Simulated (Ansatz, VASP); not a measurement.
**Si: VASP beside Ansatz**

```
Si
1.0
     0.00000    5.43000    5.43000
     5.43000    0.00000    5.43000
     5.43000    5.43000    0.00000
Si
17
Cartesian
  -0.1436 0.1466 0.1484
  1.3594 1.4040 1.4057
  2.7686 2.6649 0.0301
  4.0291 4.0741 1.4059
  2.7680 0.0285 2.6671
  4.0294 1.4039 4.0755
  5.4041 2.6674 2.6691
  6.9879 3.8765 3.8784
  0.0822 2.7834 2.7864
  1.2153 4.2207 4.2230
  2.6512 5.3525 2.7853
  4.1605 6.7090 4.1961
  2.6509 2.7826 5.3534
  4.1607 4.1955 6.7119
  5.6220 5.2415 5.2439
  6.6624 6.7064 6.7095
  8.7480 7.5404 7.5398
```

Alike in both runs: functional LDA; k mesh 2 × 2 × 2; occupations fermi-dirac, width 0.02 eV; no spin polarisation.

Ansatz relaxed the structure, and its values are those at the end. VASP's run is a single point on that final structure, the one shown.

|  | VASP | Ansatz |
| --- | --- | --- |
| version | VASP 6.6.1 | Ansatz 0.2.0 |
| potentials or method | VASP PAW LDA potentials, release 64 (Si), cutoff 520 eV | scalar-relativistic, plane waves, PAW |
| valence electrons in the cell | 68 | 68 |

```tsv
	VASP	Ansatz	Ansatz less VASP
rms of the force components (eV/Å)	0.012	0.012	-0.0002
```

Ansatz warns that its potentials were made for another functional, while VASP's fit it. LDA's correlation is that of Perdew and Zunger in VASP and of Perdew and Wang (1992) in Ansatz.

The k mesh is coarse, so the values compare programs but aren't converged.
